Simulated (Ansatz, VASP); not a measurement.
**Two plane-wave programs on W**

```xyz
1
Lattice="-0.1000 1.9991 1.9991 1.8992 0.0000 1.8992 1.9991 1.9991 -0.1000" Properties=species:S:1:pos:R:3 pbc="T T T"
W     0.0000    0.0000    0.0000
```

Change from the starting cell: engineering shear strain xz -0.1000, normal strain along z +0.0000.

Alike in both runs: task single point; functional PBEsol; k mesh 20 × 20 × 20; occupations gaussian, width 0.15 eV; no spin polarisation.

|  | VASP | Ansatz |
| --- | --- | --- |
| version | VASP 6.6.1 | Ansatz 0.2.0 |
| potentials or method | VASP PAW PBE potentials, release 64 (W_sv), cutoff 500 eV | scalar-relativistic, plane waves, PAW |
| valence electrons in the cell | 14 | 14 |

|  | VASP | Ansatz | Ansatz less VASP |
| --- | --- | --- | --- |
| gap on the k mesh at the Fermi level (eV) | none | none | - |
| pressure (GPa) | 3.0 | 2.4 | -0.57 |
| traceless stress, the component that is largest in VASP (GPa) | 2.67 | 2.71 | +0.034 |

VASP's potentials were made for PBE, not for PBEsol, and Ansatz warns of the same on its side. A gap of «none» marks a metal or a gap that the smearing closes. The functional is the same, so the differences come from potentials, cutoffs and numerics.

Spin-orbit coupling is off throughout.
